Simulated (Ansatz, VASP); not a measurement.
**One calculation of La, two programs**

Contents of INCAR:

```
PREC     = Accurate       # precision mode
ENCUT    = 600            # plane-wave cutoff, eV
EDIFF    = 1E-6           # SCF threshold, eV
ISMEAR   = -1             # smearing method
SIGMA    = 0.05           # smearing width, eV
LREAL    = False          # projectors in reciprocal space
LASPH    = True           # aspherical terms in the spheres
NELM     = 100            # most SCF steps
ALGO     = Normal         # electronic algorithm
ISIF     = 3              # what is computed and relaxed
LWAVE    = False          # write WAVECAR
LCHARG   = False          # write CHGCAR
GGA      = RP             # functional
IVDW     = 12             # dispersion correction
IBRION   = 2              # ionic algorithm
NSW      = 80             # ionic steps
EDIFFG   = -0.005         # ionic threshold
```

The input KPOINTS:

```
regular mesh
0
Gamma
  8 8 5
```

Contents of POSCAR:

```
La
1.0
    3.7500000000      0.0000000000      0.0000000000
   -1.8750000000      3.2475952642      0.0000000000
    0.0000000000      0.0000000000      6.0700000000
La
2
Direct
    0.6666666667      0.3333333333      0.7500000000
    0.3333333333      0.6666666667      0.2500000000
```

input.yaml

```yaml
crystal:
  lattice:
    - [3.75, 0.0, 0.0]
    - [-1.875, 3.2475952642, 0.0]
    - [0.0, 0.0, 6.07]
  atoms:
    - { symbol: La, position: [0.6666666667, 0.3333333333, 0.75] }
    - { symbol: La, position: [0.3333333333, 0.6666666667, 0.25] }
kpoints:
  mp_grid: { grid: [8, 8, 5] }
scf:
  occupations: { method: fermi_dirac, width: 0.05 }
hamiltonian:
  xc: rpbe
  dispersion: d3bj
  pseudopotentials: { kind: all_electron, lapw: { basis_error: 0.001 } }
output:
  forces: true
  stress: true
relax:
  f_tol: 0.005
  max_steps: 60
  cell: {}
```

Alike in both runs: task relaxation of cell and atoms; functional RPBE; dispersion D3(BJ); k mesh 8 × 8 × 5; occupations fermi-dirac, width 0.05 eV; no spin polarisation.

```csv
,VASP,Ansatz
version,VASP 6.6.1,Ansatz 0.2.0
potentials or method,"VASP PAW PBE potentials, release 64 (La), cutoff 600 eV","all-electron LAPW, scalar-relativistic"
```

|  | VASP | Ansatz | Ansatz less VASP |
| --- | --- | --- | --- |
| relaxed volume (Å³/atom) | 18.40 | 18.37 | -0.033 |
| relaxed length of the cell vector where the two differ most in proportion (Å) | 2.928 | 2.925 | -0.0033 |

VASP's potentials were made for PBE, not for RPBE. Ansatz ran all-electron here, and VASP with PAW potentials.

Spin-orbit coupling is off throughout. Noted on VASP's run: the volume moved by over 15 % at a fixed basis, so the end points are rough. Noted on Ansatz's run: the volume moved by over 15 % at a fixed basis, so the end points are rough.
